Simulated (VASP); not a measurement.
Write the native input for VASP 6.6.1 that does the following.

```
Task                   : single point
Functional             : PBE
Potentials or basis    : VASP PAW PBE potentials, release 64 (Be, Tl_d, Mo_sv)
Cutoff                 : 520 eV
k mesh                 : 6 × 6 × 4
Occupations            : gaussian, width 0.1 eV
Spin                   : no spin polarisation
Dipole correction      : no
Further INCAR settings : ALGO = Normal; EDIFF = 1e-06; NBANDS = 38
```

The structure of BeTlMo lies in POSCAR:

```
BeTlMo
1.0
    4.5010385612      0.0000000000      0.0000000000
   -2.2505192807      3.8980137375      0.0000000000
    0.0000000000      0.0000000000      5.6592945940
Be Tl Mo
2 2 2
Direct
    0.0000000000      0.0000000000      0.0000000000
    0.0000000000      0.0000000000      0.5000000000
    0.3333333333      0.6666666667      0.2500000000
    0.6666666667      0.3333333333      0.7500000000
    0.3333333333      0.6666666667      0.7500000000
    0.6666666667      0.3333333333      0.2500000000
```

These files were run (other wordings do the same):

INCAR

```
SYSTEM = BeTlMo
ALGO = Normal
EDIFF = 1E-6
ENCUT = 520
GGA = PE
ISIF = 2
ISMEAR = 0
LASPH = .TRUE.
LCHARG = .FALSE.
LREAL = .FALSE.
LWAVE = .FALSE.
NBANDS = 38
NELM = 60
PREC = Accurate
SIGMA = 0.1
```

KPOINTS

```
k-points
0
G
  6 6 4
  0 0 0
```

Potentials or basis: VASP PAW PBE potentials, release 64 (Be, Tl_d, Mo_sv).

Command:

```sh
$ cat potpaw_PBE.64/Be/POTCAR potpaw_PBE.64/Tl_d/POTCAR potpaw_PBE.64/Mo_sv/POTCAR > POTCAR
$ mpirun -np 1 vasp_std > vasp.out
```

Results of the run:

```json
{
 "Pressure": "7.2 GPa",
 "Band gap on the k mesh": "zero (bands 29 and 30 overlap by 0.59 eV)"
}
```

Caveat: the cell stands under pressure; spin-orbit coupling is left out, which moves the levels of the heavy elements.

It took 31 s on 1 thread of Intel(R) Xeon(R) 6975P-C (Granite Rapids), with other jobs on the host, peak memory 0.26 GiB.
